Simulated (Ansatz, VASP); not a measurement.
## PbS: VASP beside Ansatz

```
Pb S
1.0
     4.12345    0.00000    0.00000
    -2.06173    3.57101    0.00000
     0.00000    0.00000    7.33373
Pb S
2 2
Cartesian
  0.0000 0.0000 0.0000
  0.0000 0.0000 3.6669
  0.0000 2.3807 1.8334
  2.0617 1.1903 5.5003
```

Alike in both runs: task single point; functional PBE0; k mesh 6 × 6 × 2; no spin polarisation.

|  | VASP | Ansatz |
| --- | --- | --- |
| version | VASP 6.6.1 | Ansatz 0.2.0 |
| potentials or method | VASP PAW PBE potentials, release 64 (Pb_d, S) | plane waves, PAW |
| plane-wave cutoff (eV) | 400 | 420 |
| occupations | gaussian, width 0.01 eV | fixed |
| valence electrons in the cell | 40 | 40 |

Ansatz gave:

```
gap on the k mesh at the Fermi level (eV)                     : 0.90
pressure (GPa)                                                : -0.1
traceless stress, the component that is largest in VASP (GPa) : -0.25
```

Task: Which values does VASP return?

Result: gap on the k mesh at the Fermi level (eV): 0.93; pressure (GPa): -0.2; traceless stress, the component that is largest in VASP (GPa): -0.21.

Ansatz's warnings: stress exchange threshold loose, stress scf threshold loose.

The k mesh is coarse, so the values compare programs but aren't converged. Neither program's run includes spin-orbit coupling.
